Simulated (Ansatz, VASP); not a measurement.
## RbBr in VASP and in Ansatz

POSCAR

```
RbBr
1.0
    4.1279266285      0.0000000000      0.0000000000
    0.0000000000      4.1279266285      0.0000000000
    0.0000000000      0.0000000000      4.1279266285
Rb Br
1 1
Direct
    0.0000000000      0.0000000000      0.0000000000
    0.5000000000      0.5000000000      0.5000000000
```

Contents of INCAR.step1:

```
PREC = Accurate
ENCUT = 520
EDIFF = 1E-5
ISMEAR = 0
SIGMA = 0.01
LREAL = F
LASPH = T
NELM = 80
ALGO = Normal
ISIF = 2
LWAVE = T
NBANDS = 15
GGA = PE
```

File INCAR.step2:

```
PREC = Accurate
ENCUT = 520
EDIFF = 1E-7
ISMEAR = 0
SIGMA = 0.01
LREAL = F
LASPH = T
NELM = 80
ALGO = Normal
ISIF = 2
LWAVE = F
LCHARG = T
GGA = PE
LHFCALC = T
HFSCREEN = 0.2079
PRECFOCK = Normal
LELF = T
LVHAR = T
NBANDS = 15
ISTART = 1
```

KPOINTS

```
regular mesh
0
Gamma
  4 4 4
```

Input for Ansatz:

```yaml
crystal:
  lattice:
    - [4.1279266285, 0.0, 0.0]
    - [0.0, 4.1279266285, 0.0]
    - [0.0, 0.0, 4.1279266285]
  atoms:
    - { symbol: Rb, position: [0.0, 0.0, 0.0] }
    - { symbol: Br, position: [0.5, 0.5, 0.5] }
kpoints:
  mp_grid: { grid: [4, 4, 4] }
hamiltonian:
  xc: hse06
scf:
  occupations: { method: fixed }
  n_extra_bands: 4
output:
  forces: true
  stress: true
  eigenvalues: true
```

Alike in both runs: task single point; functional HSE06; k mesh 4 × 4 × 4; no spin polarisation.

```csv
,VASP,Ansatz
version,VASP 6.6.1,Ansatz 0.2.0
potentials or method,"VASP PAW PBE potentials, release 64 (Rb_sv, Br)","plane waves, PAW"
plane-wave cutoff (eV),520,420
occupations,"gaussian, width 0.01 eV",fixed
valence electrons in the cell,16,16
```

```csv
,VASP,Ansatz,Ansatz less VASP
gap on the k mesh at the Fermi level (eV),5.26,5.26,0.000
pressure (GPa),0.5,0.4,-0.01
```

Ansatz's warnings: stress exchange threshold loose, stress scf threshold loose.
